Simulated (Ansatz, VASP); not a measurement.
## CaZn15S16: VASP beside Ansatz

File INCAR:

```
PREC = Accurate
ENCUT = 400
EDIFF = 1E-8
ISMEAR = -1
SIGMA = 0.01
LREAL = F
LASPH = T
NELM = 120
ALGO = Normal
ISIF = 2
LWAVE = F
LCHARG = F
GGA = PE
LEFG = T
NBANDS = 165
GGA_COMPAT = F
```

KPOINTS

```
regular mesh
0
Gamma
  3 3 2
```

Contents of POSCAR:

```
CaZn15S16
1.0
    7.6454000000      0.0000000000      0.0000000000
   -3.8227000000      6.6211106220      0.0000000000
    0.0000000000      0.0000000000     12.5200000000
Zn Ca S
15 1 16
Direct
    0.0000000000      0.0000000000      0.0000000000
    0.0000000000      0.5000000000      0.0000000000
    0.5000000000      0.0000000000      0.0000000000
    0.5000000000      0.5000000000      0.0000000000
    0.0000000000      0.0000000000      0.5000000000
    0.0000000000      0.5000000000      0.5000000000
    0.5000000000      0.0000000000      0.5000000000
    0.5000000000      0.5000000000      0.5000000000
    0.1666666666      0.8333333334      0.2500000000
    0.6666666666      0.3333333334      0.2500000000
    0.6666666666      0.8333333334      0.2500000000
    0.3333333334      0.1666666666      0.7500000000
    0.3333333334      0.6666666666      0.7500000000
    0.8333333334      0.1666666666      0.7500000000
    0.8333333334      0.6666666666      0.7500000000
    0.1666666666      0.3333333334      0.2500000000
    0.0000000000      0.0000000000      0.1875000000
    0.0000000000      0.5000000000      0.1875000000
    0.5000000000      0.0000000000      0.1875000000
    0.5000000000      0.5000000000      0.1875000000
    0.0000000000      0.0000000000      0.6875000000
    0.0000000000      0.5000000000      0.6875000000
    0.5000000000      0.0000000000      0.6875000000
    0.5000000000      0.5000000000      0.6875000000
    0.1666666666      0.3333333334      0.4375000000
    0.1666666666      0.8333333334      0.4375000000
    0.6666666666      0.3333333334      0.4375000000
    0.6666666666      0.8333333334      0.4375000000
    0.3333333334      0.1666666666      0.9375000000
    0.3333333334      0.6666666666      0.9375000000
    0.8333333334      0.1666666666      0.9375000000
    0.8333333334      0.6666666666      0.9375000000
```

Input for Ansatz:

```yaml
crystal:
  lattice:
    - [7.6454, 0.0, 0.0]
    - [-3.8227, 6.621110622, 0.0]
    - [0.0, 0.0, 12.52]
  atoms:
    - { symbol: Zn, position: [0.0, 0.0, 0.0] }
    - { symbol: Zn, position: [0.0, 0.5, 0.0] }
    - { symbol: Zn, position: [0.5, 0.0, 0.0] }
    - { symbol: Zn, position: [0.5, 0.5, 0.0] }
    - { symbol: Zn, position: [0.0, 0.0, 0.5] }
    - { symbol: Zn, position: [0.0, 0.5, 0.5] }
    - { symbol: Zn, position: [0.5, 0.0, 0.5] }
    - { symbol: Zn, position: [0.5, 0.5, 0.5] }
    - { symbol: Ca, position: [0.1666666666, 0.3333333334, 0.25] }
    - { symbol: Zn, position: [0.1666666666, 0.8333333334, 0.25] }
    - { symbol: Zn, position: [0.6666666666, 0.3333333334, 0.25] }
    - { symbol: Zn, position: [0.6666666666, 0.8333333334, 0.25] }
    - { symbol: Zn, position: [0.3333333334, 0.1666666666, 0.75] }
    - { symbol: Zn, position: [0.3333333334, 0.6666666666, 0.75] }
    - { symbol: Zn, position: [0.8333333334, 0.1666666666, 0.75] }
    - { symbol: Zn, position: [0.8333333334, 0.6666666666, 0.75] }
    - { symbol: S, position: [0.0, 0.0, 0.1875] }
    - { symbol: S, position: [0.0, 0.5, 0.1875] }
    - { symbol: S, position: [0.5, 0.0, 0.1875] }
    - { symbol: S, position: [0.5, 0.5, 0.1875] }
    - { symbol: S, position: [0.0, 0.0, 0.6875] }
    - { symbol: S, position: [0.0, 0.5, 0.6875] }
    - { symbol: S, position: [0.5, 0.0, 0.6875] }
    - { symbol: S, position: [0.5, 0.5, 0.6875] }
    - { symbol: S, position: [0.1666666666, 0.3333333334, 0.4375] }
    - { symbol: S, position: [0.1666666666, 0.8333333334, 0.4375] }
    - { symbol: S, position: [0.6666666666, 0.3333333334, 0.4375] }
    - { symbol: S, position: [0.6666666666, 0.8333333334, 0.4375] }
    - { symbol: S, position: [0.3333333334, 0.1666666666, 0.9375] }
    - { symbol: S, position: [0.3333333334, 0.6666666666, 0.9375] }
    - { symbol: S, position: [0.8333333334, 0.1666666666, 0.9375] }
    - { symbol: S, position: [0.8333333334, 0.6666666666, 0.9375] }
kpoints:
  mp_grid: { grid: [3, 3, 2] }
scf:
  occupations: { method: fermi_dirac, width: 0.01 }
  mixing: { algorithm: msr1, beta: 0.7, ndim: 8 }
hamiltonian:
  xc: pbe
  pseudopotentials: { kind: paw }
output:
  forces: true
  stress: true
  populations: true
  efg:
    quadrupole_moments_barn: { Zn: 0.122, Ca: -0.0408, S: -0.0694 }
    contact_densities: true
```

Alike in both runs: task electric field gradients; functional PBE; k mesh 3 × 3 × 2; occupations fermi-dirac, width 0.01 eV; no spin polarisation.

|  | VASP | Ansatz |
| --- | --- | --- |
| version | VASP 6.6.1 | Ansatz 0.2.0 |
| potentials or method | VASP PAW PBE potentials, release 64 (Zn, Ca_sv, S) | plane-wave PAW, scalar-relativistic |
| plane-wave cutoff (eV) | 400 | 420 |
| valence electrons in the cell | 286 | 286 |

```csv
,VASP,Ansatz,Ansatz less VASP
gap on the k mesh at the Fermi level (eV),2.27,2.27,-0.003
pressure (GPa),4.1,4.1,+0.05
rms of the force components (eV/Å),0.655,0.649,-0.0061
```
